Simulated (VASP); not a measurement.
Set up this calculation in VASP 6.6.1, as the native input.

```
Task                   : single point
Functional             : PBEsol
Potentials or basis    : VASP PAW PBE potentials, release 64 (Ca_sv)
Cutoff                 : 520 eV
k mesh                 : 8 × 8 × 11
Occupations            : fermi-dirac, width 0.1 eV
Spin                   : no spin polarisation
Dipole correction      : no
Further INCAR settings : ALGO = Normal; EDIFF = 1e-07; NBANDS = 22
```

The structure of Ca lies in POSCAR:

```
Ca
1.0
    6.2011766005      0.0000000000      0.0000000000
   -3.1005883002      5.3703764694      0.0000000000
    0.0000000000      0.0000000000      3.7014178138
Ca
3
Direct
    1.0000000000      1.0000000000      0.0000000000
    0.3333333333      0.6666666667      0.5000000000
    0.6666666667      0.3333333333      0.5000000000
```

This isn't the form of Ca at room conditions, which is fcc.

These files were run (other wordings do the same):

INCAR

```
ALGO = Normal
EDIFF = 1E-7
ENCUT = 520
GGA = PS
ISIF = 2
ISMEAR = -1
LASPH = True
LCHARG = True
LELF = True
LREAL = False
LVHAR = True
LWAVE = False
NBANDS = 22
NELM = 100
PREC = Accurate
SIGMA = 0.1
```

KPOINTS

```
k-points
0
Gamma
  8 8 11
```

Potentials or basis: VASP PAW PBE potentials, release 64 (Ca_sv).

Command:

```console
$ cat potpaw_PBE.64/Ca_sv/POTCAR > POTCAR
$ mpirun -np 1 vasp_std > vasp.out
```

Results of the run:

```yaml
Pressure: 0.0 GPa
Band_gap_on_the_k_mesh: zero (bands 15 and 16 overlap by 0.25 eV)
```

Caveat: the PAW data sets were made with another functional, which shifts forces and pressure a little.

Wall time 95 s on 1 thread of AMD EPYC 9R45 96-Core Processor (Zen 5), with other jobs on the host, peak memory 0.28 GiB.
